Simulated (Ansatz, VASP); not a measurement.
**Two plane-wave programs on Sr**

```
Sr
1.0
    -2.47641    2.47641    2.47641
     2.47641   -2.47641    2.47641
     2.47641    2.47641   -2.47641
Sr
1
Direct
  0.00000 0.00000 0.00000
```

Alike in both runs: task single point; functional PBE; k mesh 15 × 15 × 15; occupations fermi-dirac, width 0.1 eV; no spin polarisation.

|  | VASP | Ansatz |
| --- | --- | --- |
| version | VASP 6.6.1 | Ansatz 0.2.0 |
| potentials or method | VASP PAW PBE potentials, release 64 (Sr_sv), cutoff 520 eV | plane waves (420 eV) with PAW, scalar-relativistic |
| valence electrons in the cell | 10 | 10 |

|  | VASP | Ansatz | Ansatz less VASP |
| --- | --- | --- | --- |
| pressure (GPa) | -1.1 | -1.1 | 0.00 |

With one functional, cell and mesh, what is left measures potentials, basis and numerics.
